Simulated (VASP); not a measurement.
# InSb3 (Fm-3m) in VASP: further runs, part 2 of 2

VASP 6.6.1. Earlier steps stand in the parts before.

**5. Single point, PBEsol+D3(BJ) (23.82 Å³/atom)**

This run uses another cell than the first one, of 23.82 Å³/atom.

File INCAR:

```
SYSTEM = InSb3
  PREC = Accurate
  ENCUT = 500
  EDIFF = 1E-6
  ISMEAR = 0
  SIGMA = 0.1
  LREAL = .False.
  LASPH = .True.
  NELM = 120
  ALGO = Normal
  ISIF = 2
  LWAVE = .False.
  LCHARG = .False.
  GGA = PS
  IVDW = 12
  NBANDS = 22
  GGA_COMPAT = .False.
```

File KPOINTS:

```
Automatic mesh
0
Gamma
  10 10 10
  0 0 0
```

File POSCAR:

```
InSb3
1.0
    0.0000000000      3.6250733050      3.6250733050
    3.6250733050      0.0000000000      3.6250733050
    3.6250733050      3.6250733050      0.0000000000
In Sb
1 3
Direct
    0.0000000000      0.0000000000      0.0000000000
    0.2500000000      0.2500000000      0.2500000000
    0.7500000000      0.7500000000      0.7500000000
    0.5000000000      0.5000000000      0.5000000000
```

Potentials or basis: VASP PAW PBE potentials, release 64 (In_d, Sb).

Started as:

```bash
cat potpaw_PBE.64/In_d/POTCAR potpaw_PBE.64/Sb/POTCAR > POTCAR
mpirun -np 1 vasp_std > vasp.out
```

OUTCAR:

```text
SYSTEM = InSb3
   PREC = Accurate
   ENCUT = 500
   EDIFF = 1E-6
   ISMEAR = 0
   LREAL = .False.
   LASPH = .True.
   NELM = 120
   ISIF = 2
   GGA = PS
   IVDW = 12
 IVDW          = 12

 ion  position               nearest neighbor table
   1  0.000  0.000  0.000-   3 3.14   3 3.14   3 3.14   2 3.14   3 3.14   2 3.14   2 3.14   2 3.14
                             4 3.63   4 3.63   4 3.63   4 3.63   4 3.63   4 3.63
   2  0.250  0.250  0.250-   1 3.14   1 3.14   1 3.14   1 3.14   4 3.14   4 3.14   4 3.14   4 3.14
                             3 3.63   3 3.63   3 3.63   3 3.63   3 3.63   3 3.63
   3  0.750  0.750  0.750-   4 3.14   4 3.14   4 3.14   1 3.14   4 3.14   1 3.14   1 3.14   1 3.14
                             2 3.63   2 3.63   2 3.63   2 3.63   2 3.63   2 3.63
   4  0.500  0.500  0.500-   2 3.14   2 3.14   2 3.14   2 3.14   3 3.14   3 3.14   3 3.14   3 3.14
                             1 3.63   1 3.63   1 3.63   1 3.63   1 3.63   1 3.63

  LATTYP: Found a face centered cubic cell.
 ALAT       =     7.2501466100

  Lattice vectors:

 A1 = (   0.0000000000,   3.6250733050,   3.6250733050)
 A2 = (   3.6250733050,   0.0000000000,   3.6250733050)
 A3 = (   3.6250733050,   3.6250733050,   0.0000000000)

Analysis of symmetry for initial positions (statically):
=====================================================================
 Subroutine PRICEL returns:
 Original cell was already a primitive cell.

 Routine SETGRP: Setting up the symmetry group for a
 face centered cubic supercell.

 Subroutine GETGRP returns: Found 48 space group operations
 (whereof 48 operations were pure point group operations)
 out of a pool of 48 trial point group operations.

The static configuration has the point symmetry O_h .

Analysis of symmetry for dynamics (positions and initial velocities):
=====================================================================
 Subroutine PRICEL returns:
 Original cell was already a primitive cell.

 Routine SETGRP: Setting up the symmetry group for a
 face centered cubic supercell.

 Subroutine GETGRP returns: Found 48 space group operations
 (whereof 48 operations were pure point group operations)
 out of a pool of 48 trial point group operations.

The dynamic configuration has the point symmetry O_h .

 Subroutine INISYM returns: Found 48 space group operations
 (whereof 48 operations are pure point group operations),
 and found     1 'primitive' translations

----------------------------------------------------------------------------------------

                                     Primitive cell

  volume of cell :      95.2753

  direct lattice vectors                    reciprocal lattice vectors
     0.000000000  3.625073305  3.625073305    -0.137928245  0.137928245  0.137928245
     3.625073305  0.000000000  3.625073305     0.137928245 -0.137928245  0.137928245
     3.625073305  3.625073305  0.000000000     0.137928245  0.137928245 -0.137928245

  length of vectors
     5.126627833  5.126627833  5.126627833     0.238898729  0.238898729  0.238898729

  position of ions in fractional coordinates (direct lattice)
     0.000000000  0.000000000  0.000000000
     0.250000000  0.250000000  0.250000000
     0.750000000  0.750000000  0.750000000
     0.500000000  0.500000000  0.500000000

  ion indices of the primitive-cell ions
   primitive index   ion index
                 1           1
[... 32 lines left out ...]
  0.000000  0.000000  0.000000      1.000000
  0.100000  0.000000  0.000000      8.000000
  0.200000  0.000000  0.000000      8.000000
  0.300000  0.000000  0.000000      8.000000
  0.400000  0.000000  0.000000      8.000000
  0.500000  0.000000  0.000000      4.000000
[... 16 lines left out ...]
  0.300000  0.300000  0.000000      6.000000
  0.400000  0.300000  0.000000     24.000000
 [... further k-points ...]
   k-points           NKPTS =     47   k-points in BZ     NKDIM =     47   number of bands    NBANDS=     22
   number of dos      NEDOS =    301   number of ions     NIONS =      4
   total plane-waves  NPLWV =  64000
   dimension x,y,z NGX =    40 NGY =   40 NGZ =   40
   dimension x,y,z NGXF=    80 NGYF=   80 NGZF=   80
   ions per type =               1   3
   NGX,Y,Z   is equivalent  to a cutoff of  12.97, 12.97, 12.97 a.u.
   NGXF,Y,Z  is equivalent  to a cutoff of  25.94, 25.94, 25.94 a.u.
 SYSTEM =  InSb3
   PREC   = accura    normal or accurate (medium, high low for compatibility)
   ISTART =      0    job   : 0-new  1-cont  2-samecut
   ICHARG =      2    charge: 1-file 2-atom 10-const
   ISPIN  =      1    spin polarized calculation?
   LNONCOLLINEAR =      F non collinear calculations
   LSORBIT =      F    spin-orbit coupling
   LASPH  =      T    aspherical Exc in radial PAW
   ENCUT  =  500.0 eV  36.75 Ry    6.06 a.u.   9.35  9.35  9.35*2*pi/ulx,y,z
   NELM   =    120;   NELMIN=  2; NELMDL= -5     # of ELM steps
   EDIFF  = 0.1E-05   stopping-criterion for ELM
   LREAL  =      F    real-space projection
   EDIFFG = 0.1E-04   stopping-criterion for IOM
   NSW    =      0    number of steps for IOM
   IBRION =     -1    ionic relax: 0-MD 1-quasi-New 2-CG
   NFREE  =      0    steps in history (QN), initial steepest desc. (CG)
   ISIF   =      2    stress and relaxation
   ISYM   =      2    0-nonsym 1-usesym 2-fastsym
   POTIM  = 0.5000    time-step for ionic-motion
   TEBEG  =    0.0;   TEEND  =   0.0 temperature during run
   PSTRESS=    0.0 pullay stress
   NELECT =      28.0000    total number of electrons
   NUPDOWN=      -1.0000    fix difference up-down
   EMIN   =  10.00;   EMAX   =-10.00  energy-range for DOS
   EFERMI =   0.00;   METHOD = LEGACY
   ISMEAR =     0;   SIGMA  =   0.10  broadening in eV -4-tet -1-fermi 0-gaus
   EFERMI_NEDOS =   21; number of points for ismear=-14 and -15
   IALGO  =     38    algorithm
   IMIX   =      4    mixing-type and parameters
     AMIX     =   0.40;   BMIX     =  1.00
     AMIX_MAG =   1.60;   BMIX_MAG =  1.00
  volume/ion in A,a.u.               =      23.82       160.74
  Fermi-wavevector in a.u.,A,eV,Ry     =   1.088431  2.056835 16.118564  1.184681
  Thomas-Fermi vector in A             =   2.224612
   LORBIT       =      0    0 simple, 1 ext, 2 COOP (PROOUT), +10 PAW based schemes
   GGA     = PS    functional components
   LHFCALC =     F    Hartree Fock is set to
   AEXX    =    0.0000 exact exchange contribution
   IVDW    =    12    specifies the selected vdW correction
   LEPSILON=     F    determine dielectric tensor
   LRPA    =     F    only Hartree local field effects (RPA)
 non-spin polarized calculation
 Gauss-broadening in eV      SIGMA  =   0.10
  energy-cutoff  :      500.00
  volume of cell :       95.28
 maximum number of plane-waves:      2450
 NGX is ok and might be reduce to    40
   NGX = 19   NGY = 19   NGZ = 19

 number of electron      27.9999995 magnetization

 Free energy of the ion-electron system (eV)
  ---------------------------------------------------
  ext. energy  EPLUGINS =         0.00000000
  ---------------------------------------------------
  free energy    TOTEN  =       -16.02352347 eV

  energy without entropy =      -16.01646271  energy(sigma->0) =      -16.01999309

 E-fermi :   9.5611     XC(G=0): -10.8711

 val. band max:        9.4984624986   @ k =  -0.4000   0.4000   0.0000
 cond. band min:       9.5876961288   @ k =  -0.3000   0.3000   0.0000
 fundamental gap:      0.0892336302
 Fermi energy:         9.5611473794

 k-point     1 :       0.0000    0.0000    0.0000
  band No.  band energies     occupation
      1      -4.9262      2.00000
      2      -4.9262      2.00000
      3      -4.9262      2.00000
      4      -4.8732      2.00000
      5      -4.8732      2.00000
      6      -3.6842      2.00000
[... 589 lines left out ...]
     21      14.3910      0.00000
     22      14.5557      0.00000

 [... further k-points ...]

------------------------ aborting loop because EDIFF is reached ----------------------------------------

 Edisp (eV)   -2.11144

 E8    (eV) :    -1.4675

  FORCE on cell =-STRESS in cart. coord.  units (eV):
  Direction    XX          YY          ZZ          XY          YZ          ZX
  --------------------------------------------------------------------------------------
  -------------------------------------------------------------------------------------
  Total       1.43449     1.43449     1.43449     0.00000     0.00000     0.00000
  in kB      24.12283    24.12283    24.12283     0.00000     0.00000     0.00000
  external pressure =       24.12 kB  Pullay stress =        0.00 kB

 VOLUME and BASIS-vectors are now :
 -----------------------------------------------------------------------------
  energy-cutoff  :      500.00
  volume of cell :       95.28
      direct lattice vectors                 reciprocal lattice vectors
     0.000000000  3.625073305  3.625073305    -0.137928245  0.137928245  0.137928245
     3.625073305  0.000000000  3.625073305     0.137928245 -0.137928245  0.137928245
     3.625073305  3.625073305  0.000000000     0.137928245  0.137928245 -0.137928245

 POSITION                                       TOTAL-FORCE (eV/Angst)
 -----------------------------------------------------------------------------------
      0.00000      0.00000      0.00000         0.000000     -0.000000     -0.000000
      1.81254      1.81254      1.81254         0.000000      0.000000      0.000000
      5.43761      5.43761      5.43761        -0.000000     -0.000000     -0.000000
      3.62507      3.62507      3.62507         0.000000     -0.000000     -0.000000
 -----------------------------------------------------------------------------------
    total drift:                               -0.000000      0.000000      0.000000

  FREE ENERGIE OF THE ION-ELECTRON SYSTEM (eV)
  ---------------------------------------------------
  free  energy   TOTEN  =       -18.1349632438 eV

  energy  without entropy=      -18.1279024851  energy(sigma->0) =      -18.13143286
```

OSZICAR:

```text
N       E                     dE             d eps       ncg     rms          rms(c)
DAV:   1     0.191071053023E+03    0.19107E+03   -0.10917E+04  2068   0.118E+03
DAV:   2     0.163699572876E+00   -0.19091E+03   -0.18332E+03  2312   0.298E+02
DAV:   3    -0.155626518961E+02   -0.15726E+02   -0.15329E+02  2608   0.874E+01
DAV:   4    -0.160664880078E+02   -0.50384E+00   -0.50198E+00  2324   0.163E+01
DAV:   5    -0.160899288879E+02   -0.23441E-01   -0.23439E-01  3076   0.367E+00    0.460E+00
DAV:   6    -0.160391327218E+02    0.50796E-01   -0.81812E-02  2584   0.443E+00    0.257E+00
DAV:   7    -0.160245001108E+02    0.14633E-01   -0.33469E-02  2898   0.221E+00    0.344E-01
DAV:   8    -0.160235336885E+02    0.96642E-03   -0.33123E-03  2664   0.762E-01    0.965E-02
DAV:   9    -0.160235244512E+02    0.92372E-05   -0.22029E-04  2454   0.111E-01    0.306E-02
DAV:  10    -0.160235228501E+02    0.16012E-05   -0.12768E-05  2564   0.228E-02    0.700E-03
DAV:  11    -0.160235234708E+02   -0.62073E-06   -0.10766E-06  1524   0.999E-03
   1 F= -.18134963E+02 E0= -.18131433E+02  d E =-.706076E-02
```

stdout:

```text
POSCAR found type information on POSCAR InSb
 POSCAR found :  2 types and       4 ions
 scaLAPACK will be used
 -----------------------------------------------------------------------------
|                                                                             |
|                                                                             |
|     You enforced a specific xc type in the INCAR file but a different       |
|     I HOPE YOU KNOW WHAT YOU ARE DOING!                                     |
|                                                                             |
 -----------------------------------------------------------------------------

 LDA part: xc-table for (Slater+PW92), standard interpolation
 POSCAR, INCAR and KPOINTS ok, starting setup
 FFT: planning ... GRIDC
 FFT: planning ... GRID_SOFT
 FFT: planning ... GRID
 WAVECAR not read
 entering main loop
```

Run time: 2.6 min. Hardware: 1 thread of Intel Xeon 8259CL, shared host; peak memory 0.3 GiB.

What came out:

| Property | Result |
| --- | --- |
| Free energy | -18.1350 eV |
| Pressure | 2.4 GPa |
| Band gap on the k mesh | zero (bands 14 and 15 overlap by 3.25 eV) |
| Dispersion energy per atom | -0.528 eV |

Levels at points of the mesh, in eV from the Fermi level:
```csv
k point,band 10,band 11,band 12,band 13,band 14,band 15,band 16,band 17,band 18,band 19
"(0.00, 0.00, 0.00)",-2.84,-2.84,-2.73,-2.73,-2.73,-1.72,-0.89,-0.89,-0.89,3.36
"(0.50, 0.00, 0.00)",-3.89,-3.89,-3.06,-3.06,0.09,0.28,2.21,2.21,3.16,3.16
"(0.50, 0.50, 0.00)",-5.82,-5.82,0.88,1.14,1.14,1.91,2.09,2.09,2.13,4.65
```

Caveat: the PAW data sets were made with another functional, which shifts forces and pressure a little; spin-orbit coupling is left out, which moves the levels of the heavy elements.

**6. Summary**

```csv
cell,gap on the mesh (eV),pressure (GPa)
"a = 4.963 Å, angles 60.0°, 4 atoms",none,12.6
"a = 5.019 Å, angles 60.0°, 4 atoms",none,8.6
"a = 5.073 Å, angles 60.0°, 4 atoms",none,5.2
"a = 5.127 Å, angles 60.0°, 4 atoms",none,2.4
```

Alike in all rows: task single point; level PBEsol+D3(BJ); potentials or basis VASP PAW PBE potentials, release 64 (In_d, Sb); no spin polarisation; k mesh 10 × 10 × 10; cutoff (eV) 500; smearing gaussian 0.1 eV.

Caveats: the PAW data sets were made with another functional, which shifts forces and pressure a little; spin-orbit coupling is left out, which moves the levels of the heavy elements; the cell stands under pressure (at least some runs).

Total energies depend on the potentials used, so only differences within one code and one set of settings carry meaning.
